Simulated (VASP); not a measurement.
Input of a VASP 6.6.1 run:

POSCAR

```
MgO
1.0
    2.6748004087      0.0000000000      0.0000000000
    0.0000000000      2.6748004087      0.0000000000
    0.0000000000      0.0000000000      2.6748004087
Mg O
1 1
Direct
    0.0000000000      0.0000000000      0.0000000000
    0.5000000000      0.5000000000      0.5000000000
```

Contents of INCAR.step1:

```
SYSTEM = MgO
PREC = Accurate
ENCUT = 920
ISMEAR = 0
SIGMA = 0.01
LREAL = .False.
LASPH = .True.
NELM = 120
NBANDS = 15
GGA = PE
ALGO = Normal
EDIFF = 1E-5
LWAVE = .True.
LCHARG = .False.
GGA_COMPAT = .False.
```

INCAR.step2

```
SYSTEM = MgO
PREC = Accurate
ENCUT = 920
EDIFF = 1E-6
ISMEAR = 0
SIGMA = 0.01
LREAL = .False.
LASPH = .True.
NELM = 120
ALGO = Normal
ISIF = 2
LWAVE = .False.
LCHARG = .False.
METAGGA = R2SCAN
LMIXTAU = .True.
NBANDS = 15
ISTART = 1
GGA_COMPAT = .False.
```

KPOINTS

```
regular mesh
0
Gamma
  8 8 8
  0 0 0
```

Potentials or basis: VASP PAW PBE potentials, release 64 (Mg_sv, O).

Run with:

```sh
$ cat potpaw_PBE.64/Mg_sv/POTCAR potpaw_PBE.64/O/POTCAR > POTCAR
$ cp INCAR.step1 INCAR
$ mpirun -np 1 vasp_std > vasp.out
$ cp INCAR.step2 INCAR
$ mpirun -np 1 vasp_std > vasp.out
```

Task: Estimate the pressure.

Result: -8.0 GPa.

Task: What does it give for the band gap on the k mesh?

Result: 2.98 eV (least direct gap 3.97 eV).

Caveat: the cell stands under tension; the structure was generated, so it needn't be the stable form of MgO; the PAW data sets were made with another functional, which shifts forces and pressure a little. A k mesh can miss the band edges.
